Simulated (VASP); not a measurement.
# SnSe (Pnma) in VASP: further runs, part 2 of 2

VASP 6.6.1. The steps go on from the part before.

### Step 3. Single point, revPBE+D3(BJ)

This run uses another cell than the first one, of 26.68 Å³/atom.

INCAR reads:

```
PREC     = Accurate       # precision mode
ENCUT    = 520            # plane-wave cutoff, eV
EDIFF    = 1E-6           # SCF threshold, eV
ISMEAR   = -1             # smearing method
SIGMA    = 0.05           # smearing width, eV
LREAL    = F              # projectors in reciprocal space
LASPH    = T              # aspherical terms in the spheres
NELM     = 80             # most SCF steps
ALGO     = Normal         # electronic algorithm
ISIF     = 2              # what is computed and relaxed
LWAVE    = F              # write WAVECAR
LCHARG   = F              # write CHGCAR
GGA      = RE             # functional
IVDW     = 12             # dispersion correction
NBANDS   = 50             # bands
```

KPOINTS reads:

```
regular mesh
0
Gamma
  3 6 6
```

POSCAR reads:

```
SnSe
1.0
   11.4200000000      0.0000000000      0.0000000000
    0.0000000000      4.1900000000      0.0000000000
    0.0000000000      0.0000000000      4.4600000000
Sn Se
4 4
Direct
    0.8770000000      0.7500000000      0.9090000000
    0.6230000000      0.2500000000      0.4090000000
    0.3770000000      0.7500000000      0.5910000000
    0.1230000000      0.2500000000      0.0910000000
    0.6430000000      0.7500000000      0.9840000000
    0.8570000000      0.2500000000      0.4840000000
    0.1430000000      0.7500000000      0.5160000000
    0.3570000000      0.2500000000      0.0160000000
```

Potentials or basis: VASP PAW PBE potentials, release 64 (Sn_d, Se).

Run with:

```
$ cat potpaw_PBE.64/Sn_d/POTCAR potpaw_PBE.64/Se/POTCAR > POTCAR
$ mpirun -np 1 vasp_std > vasp.out
```

OUTCAR:

```text
PREC = Accurate
   ENCUT = 520
   EDIFF = 1E-6
   ISMEAR = -1
   LREAL = F
   LASPH = T
   NELM = 80
   ISIF = 2
   GGA = RE
   IVDW = 12
 IVDW          = 12

 ion  position               nearest neighbor table
   1  0.877  0.750  0.909-   5 2.69   6 2.83   6 2.83   4 3.60   4 3.60
   2  0.623  0.250  0.409-   6 2.69   5 2.83   5 2.83   3 3.60   3 3.60
   3  0.377  0.750  0.591-   7 2.69   8 2.83   8 2.83   2 3.60   2 3.60
   4  0.123  0.250  0.091-   8 2.69   7 2.83   7 2.83   1 3.60   1 3.60
   5  0.643  0.750  0.984-   1 2.69   2 2.83   2 2.83
   6  0.857  0.250  0.484-   2 2.69   1 2.83   1 2.83
   7  0.143  0.750  0.516-   3 2.69   4 2.83   4 2.83
   8  0.357  0.250  0.016-   4 2.69   3 2.83   3 2.83

  LATTYP: Found a simple orthorhombic cell.
 ALAT       =     4.1900000000
 B/A-ratio  =     1.0644391408
 C/A-ratio  =     2.7255369928

  Lattice vectors:

 A1 = (   0.0000000000,   4.1900000000,   0.0000000000)
 A2 = (   0.0000000000,   0.0000000000,   4.4600000000)
 A3 = (  11.4200000000,   0.0000000000,   0.0000000000)

Analysis of symmetry for initial positions (statically):
=====================================================================
 Subroutine PRICEL returns:
 Original cell was already a primitive cell.

 Routine SETGRP: Setting up the symmetry group for a
 simple orthorhombic supercell.

 Subroutine GETGRP returns: Found  8 space group operations
 (whereof  2 operations were pure point group operations)
 out of a pool of  8 trial point group operations.

The static configuration has the point symmetry S_2 .
 The point group associated with its full space group is D_2h.

Analysis of symmetry for dynamics (positions and initial velocities):
=====================================================================
 Subroutine PRICEL returns:
 Original cell was already a primitive cell.

 Routine SETGRP: Setting up the symmetry group for a
 simple orthorhombic supercell.

 Subroutine GETGRP returns: Found  8 space group operations
 (whereof  2 operations were pure point group operations)
 out of a pool of  8 trial point group operations.

The dynamic configuration has the point symmetry S_2 .
 The point group associated with its full space group is D_2h.

 Subroutine INISYM returns: Found  8 space group operations
 (whereof  2 operations are pure point group operations),
 and found     1 'primitive' translations

----------------------------------------------------------------------------------------

                                     Primitive cell

  volume of cell :     213.4101

  direct lattice vectors                    reciprocal lattice vectors
    11.420000000  0.000000000  0.000000000     0.087565674  0.000000000  0.000000000
     0.000000000  4.190000000  0.000000000     0.000000000  0.238663484  0.000000000
     0.000000000  0.000000000  4.460000000     0.000000000  0.000000000  0.224215247

  length of vectors
    11.420000000  4.190000000  4.460000000     0.087565674  0.238663484  0.224215247

  position of ions in fractional coordinates (direct lattice)
     0.877000000  0.750000000  0.909000000
     0.623000000  0.250000000  0.409000000
     0.377000000  0.750000000  0.591000000
     0.123000000  0.250000000  0.091000000
[... 47 lines left out ...]
  0.333333  0.166667  0.000000      4.000000
  0.000000  0.333333  0.000000      2.000000
  0.333333  0.333333  0.000000      4.000000
[... 16 lines left out ...]
  0.000000  0.500000  0.333333      2.000000
  0.333333  0.500000  0.333333      4.000000
 [... further k-points ...]
   k-points           NKPTS =     32   k-points in BZ     NKDIM =     32   number of bands    NBANDS=     50
   number of dos      NEDOS =    301   number of ions     NIONS =      8
   total plane-waves  NPLWV = 103680
   dimension x,y,z NGX =    90 NGY =   32 NGZ =   36
   dimension x,y,z NGXF=   180 NGYF=   64 NGZF=   72
   ions per type =               4   4
   NGX,Y,Z   is equivalent  to a cutoff of  13.10, 12.70, 13.42 a.u.
   NGXF,Y,Z  is equivalent  to a cutoff of  26.20, 25.39, 26.84 a.u.
 SYSTEM =  unknown system
   PREC   = accura    normal or accurate (medium, high low for compatibility)
   ISTART =      0    job   : 0-new  1-cont  2-samecut
   ICHARG =      2    charge: 1-file 2-atom 10-const
   ISPIN  =      1    spin polarized calculation?
   LNONCOLLINEAR =      F non collinear calculations
   LSORBIT =      F    spin-orbit coupling
   LASPH  =      T    aspherical Exc in radial PAW
   ENCUT  =  520.0 eV  38.22 Ry    6.18 a.u.  21.23  7.79  8.29*2*pi/ulx,y,z
   NELM   =     80;   NELMIN=  2; NELMDL= -5     # of ELM steps
   EDIFF  = 0.1E-05   stopping-criterion for ELM
   LREAL  =      F    real-space projection
   EDIFFG = 0.1E-04   stopping-criterion for IOM
   NSW    =      0    number of steps for IOM
   IBRION =     -1    ionic relax: 0-MD 1-quasi-New 2-CG
   NFREE  =      0    steps in history (QN), initial steepest desc. (CG)
   ISIF   =      2    stress and relaxation
   ISYM   =      2    0-nonsym 1-usesym 2-fastsym
   POTIM  = 0.5000    time-step for ionic-motion
   TEBEG  =    0.0;   TEEND  =   0.0 temperature during run
   PSTRESS=    0.0 pullay stress
   NELECT =      80.0000    total number of electrons
   NUPDOWN=      -1.0000    fix difference up-down
   EMIN   =  10.00;   EMAX   =-10.00  energy-range for DOS
   EFERMI =   0.00;   METHOD = LEGACY
   ISMEAR =    -1;   SIGMA  =   0.05  broadening in eV -4-tet -1-fermi 0-gaus
   EFERMI_NEDOS =   21; number of points for ismear=-14 and -15
   IALGO  =     38    algorithm
   IMIX   =      4    mixing-type and parameters
     AMIX     =   0.40;   BMIX     =  1.00
     AMIX_MAG =   1.60;   BMIX_MAG =  1.00
  volume/ion in A,a.u.               =      26.68       180.02
  Fermi-wavevector in a.u.,A,eV,Ry     =   1.180411  2.230653 18.957944  1.393370
  Thomas-Fermi vector in A             =   2.316704
   LORBIT       =      0    0 simple, 1 ext, 2 COOP (PROOUT), +10 PAW based schemes
   GGA     = RE    functional components
   LHFCALC =     F    Hartree Fock is set to
   AEXX    =    0.0000 exact exchange contribution
   IVDW    =    12    specifies the selected vdW correction
   LEPSILON=     F    determine dielectric tensor
   LRPA    =     F    only Hartree local field effects (RPA)
 non-spin polarized calculation
  energy-cutoff  :      520.00
  volume of cell :      213.41
 maximum number of plane-waves:      5769
 NGX is ok and might be reduce to    90
   NGX = 43   NGY = 15   NGZ = 17

 number of electron      80.0000000 magnetization

 Free energy of the ion-electron system (eV)
  ---------------------------------------------------
  ext. energy  EPLUGINS =         0.00000000
  ---------------------------------------------------
  free energy    TOTEN  =       -30.29342804 eV

  energy without entropy =      -30.29333697  energy(sigma->0) =      -30.29338251

 E-fermi :   5.8547     XC(G=0):  -9.6181

 val. band max:        5.5695180108   @ k =   0.0000   0.0000   0.3333
 cond. band min:       6.1370707073   @ k =   0.0000   0.3333   0.0000
 fundamental gap:      0.5675526965
 Fermi energy:         5.8546831772

 k-point     1 :       0.0000    0.0000    0.0000
  band No.  band energies     occupation
      1     -15.8526      2.00000
      2     -15.8454      2.00000
      3     -15.8412      2.00000
      4     -15.8405      2.00000
      5     -15.8397      2.00000
      6     -15.8353      2.00000
[... 1261 lines left out ...]
     49      10.9394      0.00000
     50      10.9448      0.00000

 [... further k-points ...]

------------------------ aborting loop because EDIFF is reached ----------------------------------------

 Edisp (eV)   -5.51559

 E8    (eV) :    -3.9186

  FORCE on cell =-STRESS in cart. coord.  units (eV):
  Direction    XX          YY          ZZ          XY          YZ          ZX
  --------------------------------------------------------------------------------------
  -------------------------------------------------------------------------------------
  Total       1.81690    -1.85030    -2.05640     0.00000     0.00000     0.00000
  in kB      13.64036   -13.89111   -15.43844     0.00000     0.00000     0.00000
  external pressure =       -5.23 kB  Pullay stress =        0.00 kB

 VOLUME and BASIS-vectors are now :
 -----------------------------------------------------------------------------
  energy-cutoff  :      520.00
  volume of cell :      213.41
      direct lattice vectors                 reciprocal lattice vectors
    11.420000000  0.000000000  0.000000000     0.087565674  0.000000000  0.000000000
     0.000000000  4.190000000  0.000000000     0.000000000  0.238663484  0.000000000
     0.000000000  0.000000000  4.460000000     0.000000000  0.000000000  0.224215247

 POSITION                                       TOTAL-FORCE (eV/Angst)
 -----------------------------------------------------------------------------------
     10.01534      3.14250      4.05414         0.358148      0.000000      0.002607
      7.11466      1.04750      1.82414        -0.358148     -0.000000      0.002607
      4.30534      3.14250      2.63586         0.358148      0.000000     -0.002607
      1.40466      1.04750      0.40586        -0.358148     -0.000000     -0.002607
      7.34306      3.14250      4.38864        -0.267026     -0.000000      0.013105
      9.78694      1.04750      2.15864         0.267026     -0.000000      0.013105
      1.63306      3.14250      2.30136        -0.267026     -0.000000     -0.013105
      4.07694      1.04750      0.07136         0.267026      0.000000     -0.013105
 -----------------------------------------------------------------------------------
    total drift:                                0.000000     -0.000000      0.000000

  FREE ENERGIE OF THE ION-ELECTRON SYSTEM (eV)
  ---------------------------------------------------
  free  energy   TOTEN  =       -35.8090183853 eV

  energy  without entropy=      -35.8089273184  energy(sigma->0) =      -35.80897285
```

It took 5.2 min on 1 thread of Oxide Virtual Turin-like, shared host; peak memory 0.44 GiB.

Results:

* Free energy: -35.8090 eV
* Pressure: -0.5 GPa
* Largest force: 0.358 eV/Å
* Band gap on the k mesh: 0.57 eV (least direct gap 0.73 eV)
* Dispersion energy per atom: -0.689 eV

Forces in eV/Å, atoms in the order of the input:
```
Sn   0.358  0.000  0.003
Sn  -0.358  0.000  0.003
Sn   0.358  0.000 -0.003
Sn  -0.358  0.000 -0.003
Se  -0.267  0.000  0.013
Se   0.267  0.000  0.013
Se  -0.267  0.000 -0.013
Se   0.267  0.000 -0.013
```

Levels at points of the mesh, in eV from the valence-band top:
```tsv
k point	band 37	band 38	band 39	band 40	band 41	band 42	band 43	band 44
(0.00, 0.00, 0.00)	-1.57	-1.19	-0.78	-0.57	0.81	2.97	3.06	3.08
(0.00, 0.50, 0.00)	-1.02	-1.02	-0.75	-0.75	0.93	0.93	1.42	1.42
(0.00, 0.00, 0.50)	-0.77	-0.77	-0.30	-0.30	1.28	1.28	1.60	1.60
(0.00, 0.50, 0.50)	-2.25	-2.25	-1.52	-1.52	2.88	2.88	3.12	3.12
```

Caveat: semilocal functionals underestimate gaps, and a narrow one can read as zero; the PAW data sets were made with another functional, which shifts forces and pressure a little; spin-orbit coupling is left out, which moves the levels of the heavy elements.

### Step 4. Comparison with measurements

Step 2. Measured gap of SnSe: 0.99 eV (indirect; 20 K; “Linear dichroism of the optical properties of SnS and SnSe van der Waals crystals”, 2024, arxiv:2409.17412). This calculation gives 0.56 eV (-0.43 eV). 2 values of this kind are on record (0.89 to 0.99 eV); this one was drawn at random. Spin-orbit coupling on Se, Sn is left out. The value is that of revPBE+D3(BJ) on a finite k mesh, which can miss the band edges, without temperature or zero-point motion. Semilocal functionals fall short of measured gaps as a rule.

Step 3. Against the measured gap of SnSe, 0.99 eV (indirect; 20 K; “Linear dichroism of the optical properties of SnS and SnSe van der Waals crystals”, 2024, arxiv:2409.17412), the calculated 0.57 eV is off by -0.42 eV. 2 values of this kind are on record (0.89 to 0.99 eV); this one was drawn at random. Spin-orbit coupling on Se, Sn is left out. The value is that of revPBE+D3(BJ) on a finite k mesh, which can miss the band edges, without temperature or zero-point motion. Semilocal functionals fall short of measured gaps as a rule.
